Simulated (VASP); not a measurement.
Cs:

```
CELL_PARAMETERS angstrom
5.56591 0.00000 0.00000
-2.78295 4.82022 0.00000
0.00000 0.00000 18.52158
ATOMIC_POSITIONS crystal
Cs 0.00000 0.00000 0.00000
Cs 0.33333 0.66667 0.25000
Cs 0.00000 0.00000 0.50000
Cs 0.66667 0.33333 0.75000
```

This isn't the form of Cs at room conditions, which is bcc.

```yaml
Program: VASP 6.6.1
Task: relaxation of cell and atoms
Functional: PBEsol
Potentials_or_basis: VASP PAW PBE potentials, release 64 (Cs_sv)
Cutoff: 500 eV
k_mesh: 9 × 9 × 4
Occupations: gaussian, width 0.1 eV
Spin: no spin polarisation
```

At the start: pressure -0.2 GPa; volume 124.23 Å³/atom.

How do energy, volume and symmetry change on relaxing?

Over 4 steps the energy falls by 12.2 meV/atom and the volume is 108.04 Å³/atom (-13.0 %); space group P6_3/mmc (No. 194, to 0.1 Å) before and after.

Step by step:
| step | energy change (eV) | largest force (eV/Å) | pressure (GPa) | volume (Å³) |
| --- | --- | --- | --- | --- |
| 1 | 0.0000 | 0.0000 | -0.22 | 496.91 |
| 2 | -0.0161 | 0.0000 | -0.19 | 484.53 |
| 3 | -0.0457 | 0.0000 | -0.07 | 448.84 |
| 4 | -0.0489 | 0.0000 | 0.01 | 432.18 |

Final structure:
```
Cs
1.0
     5.31742    0.00000    0.00000
    -2.65871    4.60502    0.00000
     0.00000    0.00000   17.64949
Cs
4
Direct
  0.00000 0.00000 0.00000
  0.33333 0.66667 0.25000
  0.00000 0.00000 0.50000
  0.66667 0.33333 0.75000
```

Caveat: the PAW data sets were made with another functional, which shifts forces and pressure a little.
